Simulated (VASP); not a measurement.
# In3Sb (Pm-3m) in VASP: notebook

Runs on In3Sb. Level: r2SCAN. Tasks: single point.

Everything below comes from runs of VASP 6.6.1. Logs are shortened: lines on timing, memory, paths and dates and some standing lists are left out, and cuts for length are marked.

## (1) The cell of the first run

Symmetry: Pm-3m, No. 221, cubic system. Conventional cell: a = 4.837 Å, b = 4.837 Å, c = 4.837 Å, α = 90.00°, β = 90.00°, γ = 90.00°. Within 4.5 Å of In (site symmetry 4/mmm) lie 8 In at 3.42 Å and 4 Sb at 3.42 Å. Within 4.5 Å of Sb (site symmetry m-3m) lie 12 In at 3.42 Å.

## (2) Single point, r2SCAN

File POSCAR:

```
In3Sb
1.0
    4.8369620000      0.0000000000      0.0000000000
    0.0000000000      4.8369620000      0.0000000000
    0.0000000000      0.0000000000      4.8369620000
In Sb
3 1
Direct
    0.5000000000      0.5000000000      0.0000000000
    0.5000000000      0.0000000000      0.5000000000
    0.0000000000      0.5000000000      0.5000000000
    0.0000000000      0.0000000000      0.0000000000
```

File INCAR.step1:

```
  PREC = Accurate
  ENCUT = 520
  ISMEAR = 0
  SIGMA = 0.1
  LREAL = F
  LASPH = T
  NELM = 60
  NBANDS = 30
  GGA = PE
  ALGO = Normal
  EDIFF = 1E-4
  LWAVE = T
  LCHARG = F
```

File INCAR.step2:

```
  PREC = Accurate
  ENCUT = 520
  EDIFF = 1E-6
  ISMEAR = 0
  SIGMA = 0.1
  LREAL = F
  LASPH = T
  NELM = 60
  ALGO = Normal
  ISIF = 2
  LWAVE = F
  LCHARG = F
  METAGGA = R2SCAN
  LMIXTAU = T
  NBANDS = 30
  ISTART = 1
```

File KPOINTS:

```
Automatic mesh
0
Gamma
  10 10 10
```

Potentials or basis: VASP PAW PBE potentials, release 64 (In_d, Sb).

Started as:

```bash
$ cat potpaw_PBE.64/In_d/POTCAR potpaw_PBE.64/Sb/POTCAR > POTCAR
$ cp INCAR.step1 INCAR
$ mpirun -np 1 vasp_std > vasp.out
$ cp INCAR.step2 INCAR
$ mpirun -np 1 vasp_std > vasp.out
```

OUTCAR:

```text
PREC = Accurate
   ENCUT = 520
   EDIFF = 1E-6
   ISMEAR = 0
   LREAL = F
   LASPH = T
   NELM = 60
   ISIF = 2
   METAGGA = R2SCAN
   ISTART = 1

 ion  position               nearest neighbor table
   1  0.500  0.500  0.000-   2 3.42   3 3.42   4 3.42   2 3.42   3 3.42   2 3.42   4 3.42   2 3.42
                             3 3.42   4 3.42   3 3.42   4 3.42
   2  0.500  0.000  0.500-   1 3.42   3 3.42   4 3.42   1 3.42   4 3.42   1 3.42   3 3.42   1 3.42
                             3 3.42   4 3.42   4 3.42   3 3.42
   3  0.000  0.500  0.500-   1 3.42   2 3.42   4 3.42   1 3.42   4 3.42   2 3.42   4 3.42   4 3.42
                             1 3.42   2 3.42   1 3.42   2 3.42
   4  0.000  0.000  0.000-   1 3.42   2 3.42   3 3.42   2 3.42   3 3.42   1 3.42   3 3.42   3 3.42
                             1 3.42   2 3.42   2 3.42   1 3.42

  LATTYP: Found a simple cubic cell.
 ALAT       =     4.8369620000

  Lattice vectors:

 A1 = (   4.8369620000,   0.0000000000,   0.0000000000)
 A2 = (   0.0000000000,   4.8369620000,   0.0000000000)
 A3 = (   0.0000000000,   0.0000000000,   4.8369620000)

Analysis of symmetry for initial positions (statically):
=====================================================================
 Subroutine PRICEL returns:
 Original cell was already a primitive cell.

 Routine SETGRP: Setting up the symmetry group for a
 simple cubic supercell.

 Subroutine GETGRP returns: Found 48 space group operations
 (whereof 48 operations were pure point group operations)
 out of a pool of 48 trial point group operations.

The static configuration has the point symmetry O_h .

Analysis of symmetry for dynamics (positions and initial velocities):
=====================================================================
 Subroutine PRICEL returns:
 Original cell was already a primitive cell.

 Routine SETGRP: Setting up the symmetry group for a
 simple cubic supercell.

 Subroutine GETGRP returns: Found 48 space group operations
 (whereof 48 operations were pure point group operations)
 out of a pool of 48 trial point group operations.

The dynamic configuration has the point symmetry O_h .

 Subroutine INISYM returns: Found 48 space group operations
 (whereof 48 operations are pure point group operations),
 and found     1 'primitive' translations

----------------------------------------------------------------------------------------

                                     Primitive cell

  volume of cell :     113.1665

  direct lattice vectors                    reciprocal lattice vectors
     4.836962000  0.000000000  0.000000000     0.206741339  0.000000000  0.000000000
     0.000000000  4.836962000  0.000000000     0.000000000  0.206741339  0.000000000
     0.000000000  0.000000000  4.836962000     0.000000000  0.000000000  0.206741339

  length of vectors
     4.836962000  4.836962000  4.836962000     0.206741339  0.206741339  0.206741339

  position of ions in fractional coordinates (direct lattice)
     0.500000000  0.500000000  0.000000000
     0.500000000  0.000000000  0.500000000
     0.000000000  0.500000000  0.500000000
     0.000000000  0.000000000  0.000000000

  ion indices of the primitive-cell ions
   primitive index   ion index
                 1           1
                 2           2
                 3           3
                 4           4

----------------------------------------------------------------------------------------

 KPOINTS: Automatic mesh

Automatic generation of k-mesh.
 Grid dimensions read from file:
 generate k-points for:   10   10   10

 Generating k-lattice:

  Cartesian coordinates                     Fractional coordinates (reciprocal lattice)
     0.020674134  0.000000000  0.000000000     0.100000000  0.000000000  0.000000000
     0.000000000  0.020674134  0.000000000     0.000000000  0.100000000  0.000000000
     0.000000000  0.000000000  0.020674134     0.000000000  0.000000000  0.100000000

  Length of vectors
     0.020674134  0.020674134  0.020674134

  Shift w.r.t. Gamma in fractional coordinates (k-lattice)
     0.000000000  0.000000000  0.000000000

 Subroutine IBZKPT returns following result:
 ===========================================

 Found     56 irreducible k-points:

 Following reciprocal coordinates:
            Coordinates               Weight
  0.000000  0.000000  0.000000      1.000000
  0.100000  0.000000  0.000000      6.000000
  0.200000  0.000000  0.000000      6.000000
  0.300000  0.000000  0.000000      6.000000
  0.400000  0.000000  0.000000      6.000000
  0.500000  0.000000  0.000000      3.000000
[... 16 lines left out ...]
  0.200000  0.100000  0.100000     24.000000
  0.300000  0.100000  0.100000     24.000000
 [... further k-points ...]
   k-points           NKPTS =     56   k-points in BZ     NKDIM =     56   number of bands    NBANDS=     30
   number of dos      NEDOS =    301   number of ions     NIONS =      4
   total plane-waves  NPLWV =  46656
   dimension x,y,z NGX =    36 NGY =   36 NGZ =   36
   dimension x,y,z NGXF=    72 NGYF=   72 NGZF=   72
   ions per type =               3   1
   NGX,Y,Z   is equivalent  to a cutoff of  12.37, 12.37, 12.37 a.u.
   NGXF,Y,Z  is equivalent  to a cutoff of  24.75, 24.75, 24.75 a.u.
 SYSTEM =  unknown system
   PREC   = accura    normal or accurate (medium, high low for compatibility)
   ISTART =      1    job   : 0-new  1-cont  2-samecut
   ICHARG =      0    charge: 1-file 2-atom 10-const
   ISPIN  =      1    spin polarized calculation?
   LNONCOLLINEAR =      F non collinear calculations
   LSORBIT =      F    spin-orbit coupling
   LASPH  =      T    aspherical Exc in radial PAW
   ENCUT  =  520.0 eV  38.22 Ry    6.18 a.u.   8.99  8.99  8.99*2*pi/ulx,y,z
   NELM   =     60;   NELMIN=  2; NELMDL=  0     # of ELM steps
   EDIFF  = 0.1E-05   stopping-criterion for ELM
   LREAL  =      F    real-space projection
   EDIFFG = 0.1E-04   stopping-criterion for IOM
   NSW    =      0    number of steps for IOM
   IBRION =     -1    ionic relax: 0-MD 1-quasi-New 2-CG
   NFREE  =      0    steps in history (QN), initial steepest desc. (CG)
   ISIF   =      2    stress and relaxation
   ISYM   =      2    0-nonsym 1-usesym 2-fastsym
   POTIM  = 0.5000    time-step for ionic-motion
   TEBEG  =    0.0;   TEEND  =   0.0 temperature during run
   PSTRESS=    0.0 pullay stress
   NELECT =      44.0000    total number of electrons
   NUPDOWN=      -1.0000    fix difference up-down
   EMIN   =  10.00;   EMAX   =-10.00  energy-range for DOS
   EFERMI =   0.00;   METHOD = LEGACY
   ISMEAR =     0;   SIGMA  =   0.10  broadening in eV -4-tet -1-fermi 0-gaus
   EFERMI_NEDOS =   21; number of points for ismear=-14 and -15
   IALGO  =     38    algorithm
   IMIX   =      4    mixing-type and parameters
     AMIX     =   0.40;   BMIX     =  1.00
     AMIX_MAG =   1.60;   BMIX_MAG =  1.00
  volume/ion in A,a.u.               =      28.29       190.92
  Fermi-wavevector in a.u.,A,eV,Ry     =   1.194867  2.257972 19.425148  1.427708
  Thomas-Fermi vector in A             =   2.330847
   LORBIT       =      0    0 simple, 1 ext, 2 COOP (PROOUT), +10 PAW based schemes
   METAGGA = R2SCAN    functional components
   LHFCALC =     F    Hartree Fock is set to
   AEXX    =    0.0000 exact exchange contribution
   IVDW    =     0    specifies the selected vdW correction
   LEPSILON=     F    determine dielectric tensor
   LRPA    =     F    only Hartree local field effects (RPA)
 non-spin polarized calculation
 Gauss-broadening in eV      SIGMA  =   0.10
  energy-cutoff  :      520.00
  volume of cell :      113.17
 maximum number of plane-waves:      3112
 NGX is ok and might be reduce to    36
   NGX = 17   NGY = 17   NGZ = 17

 number of electron      43.9999994 magnetization

 Free energy of the ion-electron system (eV)
  ---------------------------------------------------
  ext. energy  EPLUGINS =         0.00000000
  ---------------------------------------------------
  free energy    TOTEN  =       -93.19589359 eV

  energy without entropy =      -93.18394599  energy(sigma->0) =      -93.18991979

 E-fermi :   6.7823     XC(G=0): -10.5892

 val. band max:        6.7646605703   @ k =   0.2000   0.2000   0.0000
 cond. band min:       6.8342387633   @ k =   0.5000   0.3000   0.1000
 fundamental gap:      0.0695781930
 Fermi energy:         6.7823023107

 k-point     1 :       0.0000    0.0000    0.0000
  band No.  band energies     occupation
      1      -8.4135      2.00000
      2      -8.4130      2.00000
      3      -8.4130      2.00000
      4      -8.4130      2.00000
      5      -8.2782      2.00000
      6      -8.2782      2.00000
[... 22 lines left out ...]
     29      13.3735      0.00000
     30      13.7106      0.00000

 k-point     2 :       0.1000    0.0000    0.0000
  band No.  band energies     occupation
      1      -8.4114      2.00000
      2      -8.4059      2.00000
      3      -8.4042      2.00000
      4      -8.4042      2.00000
      5      -8.2772      2.00000
      6      -8.2724      2.00000
[... 22 lines left out ...]
     29      13.6279      0.00000
     30      13.7564      0.00000

 k-point     3 :       0.2000    0.0000    0.0000
  band No.  band energies     occupation
      1      -8.4070      2.00000
      2      -8.3844      2.00000
      3      -8.3784      2.00000
      4      -8.3784      2.00000
      5      -8.2744      2.00000
      6      -8.2559      2.00000
[... 22 lines left out ...]
     29      13.8924      0.00000
     30      13.9286      0.00000

 k-point     4 :       0.3000    0.0000    0.0000
  band No.  band energies     occupation
      1      -8.4013      2.00000
      2      -8.3534      2.00000
      3      -8.3379      2.00000
      4      -8.3379      2.00000
      5      -8.2702      2.00000
      6      -8.2317      2.00000
[... 616 lines left out ...]
     29      13.6671      0.00000
     30      13.9276      0.00000

 k-point    23 :       0.2000    0.1000    0.1000
  band No.  band energies     occupation
      1      -8.3963      2.00000
      2      -8.3781      2.00000
      3      -8.3695      2.00000
      4      -8.3607      2.00000
      5      -8.2648      2.00000
      6      -8.2504      2.00000
[... 22 lines left out ...]
     29      13.1057      0.00000
     30      14.0100      0.00000

 k-point    24 :       0.3000    0.1000    0.1000
  band No.  band energies     occupation
      1      -8.3881      2.00000
      2      -8.3520      2.00000
      3      -8.3341      2.00000
      4      -8.3229      2.00000
      5      -8.2612      2.00000
      6      -8.2256      2.00000
[... 22 lines left out ...]
     29      12.1353      0.00000
     30      14.1785      0.00000

 [... further k-points ...]

------------------------ aborting loop because EDIFF is reached ----------------------------------------

  FORCE on cell =-STRESS in cart. coord.  units (eV):
  Direction    XX          YY          ZZ          XY          YZ          ZX
  --------------------------------------------------------------------------------------
  -------------------------------------------------------------------------------------
  Total       -0.8602416     -0.8602416     -0.8602416     -0.0000000     -0.0000000     -0.0000000
  in kB      -12.1790384    -12.1790384    -12.1790384     -0.0000000     -0.0000000     -0.0000000
  external PRESSURE =     -12.1790384 kB  Pullay stress =       0.0000000 kB

 VOLUME and BASIS-vectors are now :
 -----------------------------------------------------------------------------
  energy-cutoff  :      520.00
  volume of cell :      113.17
      direct lattice vectors                 reciprocal lattice vectors
     4.836962000  0.000000000  0.000000000     0.206741339  0.000000000  0.000000000
     0.000000000  4.836962000  0.000000000     0.000000000  0.206741339  0.000000000
     0.000000000  0.000000000  4.836962000     0.000000000  0.000000000  0.206741339

 POSITION                                       TOTAL-FORCE (eV/Angst)
 -----------------------------------------------------------------------------------
      2.41848      2.41848      0.00000         0.000000      0.000000      0.000000
      2.41848      0.00000      2.41848         0.000000      0.000000      0.000000
      0.00000      2.41848      2.41848         0.000000      0.000000      0.000000
      0.00000      0.00000      0.00000         0.000000      0.000000      0.000000
 -----------------------------------------------------------------------------------
    total drift:                                0.000000      0.000000      0.000000

  FREE ENERGIE OF THE ION-ELECTRON SYSTEM (eV)
  ---------------------------------------------------
  free  energy   TOTEN  =       -93.1958935900 eV

  energy  without entropy=      -93.1839459937  energy(sigma->0) =      -93.18991979
```

Wall time 5 min (1 thread of Intel Xeon Platinum 8488C (Sapphire Rapids), shared host); peak memory 0.32 GiB.

Results:

```yaml
Free_energy: -93.1959 eV
Pressure: -1.2 GPa
Band_gap_on_the_k_mesh: zero (bands 22 and 23 overlap by 3.73 eV)
```

Levels at points of the mesh, in eV from the Fermi level:
```csv
k point,band 19,band 20,band 21,band 22,band 23,band 24,band 25,band 26
"(0.00, 0.00, 0.00)",-2.96,-2.96,-2.26,-2.26,2.44,2.44,2.44,4.14
"(0.50, 0.00, 0.00)",-1.68,-1.63,-1.63,-0.15,-0.15,0.25,1.36,4.75
"(0.50, 0.50, 0.00)",-5.83,-0.64,0.15,0.43,0.43,1.55,1.70,1.70
"(0.50, 0.50, 0.50)",-4.46,-4.06,-4.06,-4.06,-3.20,5.65,5.65,5.65
```

Caveat: the PAW data sets were made with another functional, which shifts forces and pressure a little; spin-orbit coupling is left out, which moves the levels of the heavy elements.

## (3) Single point, r2SCAN

POSCAR is that of step 2.

File INCAR.step1:

```
SYSTEM = In3Sb
PREC = Accurate
ENCUT = 520
ISMEAR = 0
SIGMA = 0.1
LREAL = .FALSE.
LASPH = .TRUE.
NELM = 80
NBANDS = 30
GGA = PE
ALGO = Normal
EDIFF = 1E-4
LWAVE = .TRUE.
LCHARG = .FALSE.
```

File INCAR.step2:

```
SYSTEM = In3Sb
PREC = Accurate
ENCUT = 520
EDIFF = 1E-7
ISMEAR = 0
SIGMA = 0.1
LREAL = .FALSE.
LASPH = .TRUE.
NELM = 80
ALGO = Normal
ISIF = 2
LWAVE = .FALSE.
LCHARG = .TRUE.
METAGGA = R2SCAN
LMIXTAU = .TRUE.
LELF = .TRUE.
LVHAR = .TRUE.
NBANDS = 30
ISTART = 1
```

File KPOINTS:

```
regular mesh
0
G
  10 10 10
  0 0 0
```

Potentials or basis: VASP PAW PBE potentials, release 64 (In_d, Sb).

Started as:

```bash
$ cat potpaw_PBE.64/In_d/POTCAR potpaw_PBE.64/Sb/POTCAR > POTCAR
$ cp INCAR.step1 INCAR
$ mpirun -np 1 vasp_std > vasp.out
$ cp INCAR.step2 INCAR
$ mpirun -np 1 vasp_std > vasp.out
```

Run time: 7 min. Hardware: 1 thread of Intel Xeon Platinum 8488C (Sapphire Rapids), shared host; peak memory 0.32 GiB.

It converged, with:

- Free energy: -93.1959 eV
- Pressure: -1.2 GPa
- Band gap on the k mesh: zero (bands 22 and 23 overlap by 3.73 eV)

Levels at points of the mesh, in eV from the Fermi level:
```
           k point  band 20  band 21  band 22  band 23  band 24  band 25
(0.00, 0.00, 0.00)    -2.96    -2.26    -2.26     2.44     2.44     2.44
(0.50, 0.00, 0.00)    -1.63    -1.63    -0.15    -0.15     0.25     1.36
(0.50, 0.50, 0.00)    -0.64     0.15     0.43     0.43     1.55     1.70
(0.50, 0.50, 0.50)    -4.06    -4.06    -4.06    -3.20     5.65     5.65
```

Caveat: the PAW data sets were made with another functional, which shifts forces and pressure a little; spin-orbit coupling is left out, which moves the levels of the heavy elements.
